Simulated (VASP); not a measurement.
# SiNi3 (Pm-3m) in VASP: further runs

SiNi3 is run at these levels: PBE; tasks: single point.

Everything below comes from runs of VASP 6.6.1. Logs are shortened: lines on timing, memory, paths and dates and some standing lists are left out, and cuts for length are marked.

### 1 The cell of the first run

The structure is cubic, space group Pm-3m (No. 221). Conventional cell: a = 3.398 Å, b = 3.398 Å, c = 3.398 Å, α = 90.00°, β = 90.00°, γ = 90.00°. Si (site symmetry m-3m) has 12 Ni at 2.40 Å within 3.2 Å. Ni (site symmetry 4/mmm) has 4 Si at 2.40 Å and 8 Ni at 2.40 Å within 3.2 Å.

### 2 Single point, PBE (volume scaled by 0.91)

The input, INCAR:

```
SYSTEM = SiNi3
  ALGO = Normal
  EDIFF = 1E-7
  ENCUT = 520
  GGA = PE
  ISIF = 2
  ISMEAR = 0
  LASPH = .TRUE.
  LCHARG = .TRUE.
  LELF = .TRUE.
  LREAL = .FALSE.
  LVHAR = .TRUE.
  LWAVE = .FALSE.
  NBANDS = 25
  NELM = 100
  PREC = Accurate
  SIGMA = 0.1
```

The input, KPOINTS:

```
k-points
0
G
  12 12 12
  0 0 0
```

The input, POSCAR:

```
SiNi3
1.0
    3.3977559544      0.0000000000      0.0000000000
    0.0000000000      3.3977559544      0.0000000000
    0.0000000000      0.0000000000      3.3977559544
Si Ni
1 3
Direct
    0.0000000000      0.0000000000      0.0000000000
    0.0000000000      0.5000000000      0.5000000000
    0.5000000000      0.0000000000      0.5000000000
    0.5000000000      0.5000000000      0.0000000000
```

Potentials or basis: VASP PAW PBE potentials, release 64 (Si, Ni).

Started as:

```sh
cat potpaw_PBE.64/Si/POTCAR potpaw_PBE.64/Ni/POTCAR > POTCAR
mpirun -np 1 vasp_std > vasp.out
```

OUTCAR:

```text
SYSTEM = SiNi3
   EDIFF = 1E-7
   ENCUT = 520
   GGA = PE
   ISIF = 2
   ISMEAR = 0
   LASPH = .TRUE.
   LREAL = .FALSE.
   NELM = 100
   PREC = Accurate

 ion  position               nearest neighbor table
   1  0.000  0.000  0.000-   2 2.40   3 2.40   4 2.40   2 2.40   3 2.40   2 2.40   4 2.40   2 2.40
                             3 2.40   4 2.40   3 2.40   4 2.40
   2  0.000  0.500  0.500-   1 2.40   3 2.40   4 2.40   1 2.40   4 2.40   1 2.40   3 2.40   1 2.40
                             3 2.40   4 2.40   4 2.40   3 2.40
   3  0.500  0.000  0.500-   1 2.40   2 2.40   4 2.40   1 2.40   4 2.40   2 2.40   4 2.40   4 2.40
                             1 2.40   2 2.40   1 2.40   2 2.40
   4  0.500  0.500  0.000-   1 2.40   2 2.40   3 2.40   2 2.40   3 2.40   1 2.40   3 2.40   3 2.40
                             1 2.40   2 2.40   2 2.40   1 2.40

  LATTYP: Found a simple cubic cell.
 ALAT       =     3.3977559544

  Lattice vectors:

 A1 = (   3.3977559544,   0.0000000000,   0.0000000000)
 A2 = (   0.0000000000,   3.3977559544,   0.0000000000)
 A3 = (   0.0000000000,   0.0000000000,   3.3977559544)

Analysis of symmetry for initial positions (statically):
=====================================================================
 Subroutine PRICEL returns:
 Original cell was already a primitive cell.

 Routine SETGRP: Setting up the symmetry group for a
 simple cubic supercell.

 Subroutine GETGRP returns: Found 48 space group operations
 (whereof 48 operations were pure point group operations)
 out of a pool of 48 trial point group operations.

The static configuration has the point symmetry O_h .

Analysis of symmetry for dynamics (positions and initial velocities):
=====================================================================
 Subroutine PRICEL returns:
 Original cell was already a primitive cell.

 Routine SETGRP: Setting up the symmetry group for a
 simple cubic supercell.

 Subroutine GETGRP returns: Found 48 space group operations
 (whereof 48 operations were pure point group operations)
 out of a pool of 48 trial point group operations.

The dynamic configuration has the point symmetry O_h .

 Subroutine INISYM returns: Found 48 space group operations
 (whereof 48 operations are pure point group operations),
 and found     1 'primitive' translations

----------------------------------------------------------------------------------------

                                     Primitive cell

  volume of cell :      39.2262

  direct lattice vectors                    reciprocal lattice vectors
     3.397755954  0.000000000  0.000000000     0.294311897  0.000000000  0.000000000
     0.000000000  3.397755954  0.000000000     0.000000000  0.294311897  0.000000000
     0.000000000  0.000000000  3.397755954     0.000000000  0.000000000  0.294311897

  length of vectors
     3.397755954  3.397755954  3.397755954     0.294311897  0.294311897  0.294311897

  position of ions in fractional coordinates (direct lattice)
     0.000000000  0.000000000  0.000000000
     0.000000000  0.500000000  0.500000000
     0.500000000  0.000000000  0.500000000
     0.500000000  0.500000000  0.000000000

  ion indices of the primitive-cell ions
   primitive index   ion index
                 1           1
                 2           2
                 3           3
                 4           4

----------------------------------------------------------------------------------------

 KPOINTS: k-points

Automatic generation of k-mesh.
 Grid dimensions read from file:
 generate k-points for:   12   12   12

 Generating k-lattice:

  Cartesian coordinates                     Fractional coordinates (reciprocal lattice)
     0.024525991  0.000000000  0.000000000     0.083333333  0.000000000  0.000000000
     0.000000000  0.024525991  0.000000000     0.000000000  0.083333333  0.000000000
     0.000000000  0.000000000  0.024525991     0.000000000  0.000000000  0.083333333

  Length of vectors
     0.024525991  0.024525991  0.024525991

  Shift w.r.t. Gamma in fractional coordinates (k-lattice)
     0.000000000  0.000000000  0.000000000

 Subroutine IBZKPT returns following result:
 ===========================================

 Found     84 irreducible k-points:

 Following reciprocal coordinates:
            Coordinates               Weight
  0.000000  0.000000  0.000000      1.000000
  0.083333  0.000000  0.000000      6.000000
  0.166667  0.000000  0.000000      6.000000
  0.250000  0.000000  0.000000      6.000000
  0.333333  0.000000  0.000000      6.000000
  0.416667  0.000000  0.000000      6.000000
[... 16 lines left out ...]
  0.333333  0.333333  0.000000     12.000000
  0.416667  0.333333  0.000000     24.000000
 [... further k-points ...]
   k-points           NKPTS =     84   k-points in BZ     NKDIM =     84   number of bands    NBANDS=     25
   number of dos      NEDOS =    301   number of ions     NIONS =      4
   total plane-waves  NPLWV =  21952
   dimension x,y,z NGX =    28 NGY =   28 NGZ =   28
   dimension x,y,z NGXF=    56 NGYF=   56 NGZF=   56
   ions per type =               1   3
   NGX,Y,Z   is equivalent  to a cutoff of  13.70, 13.70, 13.70 a.u.
   NGXF,Y,Z  is equivalent  to a cutoff of  27.40, 27.40, 27.40 a.u.
 SYSTEM =  SiNi3
   PREC   = accura    normal or accurate (medium, high low for compatibility)
   ISTART =      0    job   : 0-new  1-cont  2-samecut
   ICHARG =      2    charge: 1-file 2-atom 10-const
   ISPIN  =      1    spin polarized calculation?
   LNONCOLLINEAR =      F non collinear calculations
   LSORBIT =      F    spin-orbit coupling
   LASPH  =      T    aspherical Exc in radial PAW
   ENCUT  =  520.0 eV  38.22 Ry    6.18 a.u.   6.32  6.32  6.32*2*pi/ulx,y,z
   NELM   =    100;   NELMIN=  2; NELMDL= -5     # of ELM steps
   EDIFF  = 0.1E-06   stopping-criterion for ELM
   LREAL  =      F    real-space projection
   EDIFFG = 0.1E-05   stopping-criterion for IOM
   NSW    =      0    number of steps for IOM
   IBRION =     -1    ionic relax: 0-MD 1-quasi-New 2-CG
   NFREE  =      0    steps in history (QN), initial steepest desc. (CG)
   ISIF   =      2    stress and relaxation
   ISYM   =      2    0-nonsym 1-usesym 2-fastsym
   POTIM  = 0.5000    time-step for ionic-motion
   TEBEG  =    0.0;   TEEND  =   0.0 temperature during run
   PSTRESS=    0.0 pullay stress
   NELECT =      34.0000    total number of electrons
   NUPDOWN=      -1.0000    fix difference up-down
   EMIN   =  10.00;   EMAX   =-10.00  energy-range for DOS
   EFERMI =   0.00;   METHOD = LEGACY
   ISMEAR =     0;   SIGMA  =   0.10  broadening in eV -4-tet -1-fermi 0-gaus
   EFERMI_NEDOS =   21; number of points for ismear=-14 and -15
   IALGO  =     38    algorithm
   IMIX   =      4    mixing-type and parameters
     AMIX     =   0.40;   BMIX     =  1.00
     AMIX_MAG =   1.60;   BMIX_MAG =  1.00
  volume/ion in A,a.u.               =       9.81        66.18
  Fermi-wavevector in a.u.,A,eV,Ry     =   1.560902  2.949677 33.149437  2.436415
  Thomas-Fermi vector in A             =   2.664046
   LORBIT       =      0    0 simple, 1 ext, 2 COOP (PROOUT), +10 PAW based schemes
   GGA     = PE    functional components
   LHFCALC =     F    Hartree Fock is set to
   AEXX    =    0.0000 exact exchange contribution
   IVDW    =     0    specifies the selected vdW correction
   LEPSILON=     F    determine dielectric tensor
   LRPA    =     F    only Hartree local field effects (RPA)
 non-spin polarized calculation
 Gauss-broadening in eV      SIGMA  =   0.10
  energy-cutoff  :      520.00
  volume of cell :       39.23
 maximum number of plane-waves:      1074
 NGX is ok and might be reduce to    28
   NGX = 13   NGY = 13   NGZ = 13

 number of electron      34.0000023 magnetization

 Free energy of the ion-electron system (eV)
  ---------------------------------------------------
  ext. energy  EPLUGINS =         0.00000000
  ---------------------------------------------------
  free energy    TOTEN  =       -23.40930044 eV

  energy without entropy =      -23.39961989  energy(sigma->0) =      -23.40446017

 E-fermi :  12.1364     XC(G=0): -13.6245

 val. band max:       12.1329188752   @ k =   0.0833   0.0833   0.0000
 cond. band min:      12.1608491828   @ k =   0.4167   0.4167   0.3333
 fundamental gap:      0.0279303076
 Fermi energy:        12.1364070873

 k-point     1 :       0.0000    0.0000    0.0000
  band No.  band energies     occupation
      1      -0.5640      2.00000
      2       6.6247      2.00000
      3       7.4853      2.00000
      4       7.4853      2.00000
      5       8.0726      2.00000
      6       8.0726      2.00000
[... 17 lines left out ...]
     24      23.4363      0.00000
     25      23.4363      0.00000

 k-point     2 :       0.0833    0.0000    0.0000
  band No.  band energies     occupation
      1      -0.4759      2.00000
      2       6.6513      2.00000
      3       7.3715      2.00000
      4       7.5498      2.00000
      5       8.0686      2.00000
      6       8.0686      2.00000
[... 17 lines left out ...]
     24      23.1448      0.00000
     25      23.2269      0.00000

 k-point     3 :       0.1667    0.0000    0.0000
  band No.  band energies     occupation
      1      -0.2151      2.00000
      2       6.5889      2.00000
      3       7.1321      2.00000
      4       7.7362      2.00000
      5       8.0519      2.00000
      6       8.0519      2.00000
[... 17 lines left out ...]
     24      22.1864      0.00000
     25      22.8248      0.00000

 k-point     4 :       0.2500    0.0000    0.0000
  band No.  band energies     occupation
      1       0.2066      2.00000
      2       5.9805      2.00000
      3       7.2003      2.00000
      4       8.0149      2.00000
      5       8.0149      2.00000
      6       8.0215      2.00000
[... 17 lines left out ...]
     24      20.9035      0.00000
     25      23.0686      0.00000
[... 477 lines left out ...]
 k-point    22 :       0.5000    0.2500    0.0000
  band No.  band energies     occupation
      1       2.2837      2.00000
      2       4.4505      2.00000
      3       6.8677      2.00000
      4       7.7595      2.00000
      5       8.0395      2.00000
      6       8.7458      2.00000
[... 17 lines left out ...]
     24      22.5165      0.00000
     25      22.8885      0.00000

 k-point    23 :       0.3333    0.3333    0.0000
  band No.  band energies     occupation
      1       1.9343      2.00000
      2       5.8637      2.00000
      3       5.9486      2.00000
      4       7.7491      2.00000
      5       8.0374      2.00000
      6       8.6315      2.00000
[... 17 lines left out ...]
     24      22.6901      0.00000
     25      23.3957      0.00000

 k-point    24 :       0.4167    0.3333    0.0000
  band No.  band energies     occupation
      1       2.4349      2.00000
      2       5.2126      2.00000
      3       6.1622      2.00000
      4       7.7088      2.00000
      5       8.1402      2.00000
      6       8.8125      2.00000
[... 17 lines left out ...]
     24      22.7209      0.00000
     25      23.7736      0.00000

 [... further k-points ...]
[... 5 lines left out ...]
  --------------------------------------------------------------------------------------
  -------------------------------------------------------------------------------------
  Total        6.1170217      6.1170217      6.1170217      0.0000000      0.0000000     -0.0000000
  in kB      249.8469524    249.8469524    249.8469524      0.0000000      0.0000000     -0.0000000
  external PRESSURE =     249.8469524 kB  Pullay stress =       0.0000000 kB

 VOLUME and BASIS-vectors are now :
 -----------------------------------------------------------------------------
  energy-cutoff  :      520.00
  volume of cell :       39.23
      direct lattice vectors                 reciprocal lattice vectors
     3.397755954  0.000000000  0.000000000     0.294311897  0.000000000  0.000000000
     0.000000000  3.397755954  0.000000000     0.000000000  0.294311897  0.000000000
     0.000000000  0.000000000  3.397755954     0.000000000  0.000000000  0.294311897

 POSITION                                       TOTAL-FORCE (eV/Angst)
 -----------------------------------------------------------------------------------
      0.00000      0.00000      0.00000         0.000000      0.000000      0.000000
      0.00000      1.69888      1.69888         0.000000      0.000000      0.000000
      1.69888      0.00000      1.69888         0.000000      0.000000      0.000000
      1.69888      1.69888      0.00000         0.000000      0.000000      0.000000
 -----------------------------------------------------------------------------------
    total drift:                                0.000000      0.000000      0.000000

  FREE ENERGIE OF THE ION-ELECTRON SYSTEM (eV)
  ---------------------------------------------------
  free  energy   TOTEN  =       -23.4093004423 eV

  energy  without entropy=      -23.3996198912  energy(sigma->0) =      -23.40446017
```

Wall time 63 s (1 thread of AMD EPYC 9R14 (Zen 4), shared host); peak memory 0.16 GiB.

Results:

* Free energy: -23.4093 eV
* Pressure: 25.0 GPa
* Band gap on the k mesh: zero (band 17 reaches 12.18 eV, above the bottom of band 18 at 11.91 eV)

[end of part 1 of 3]
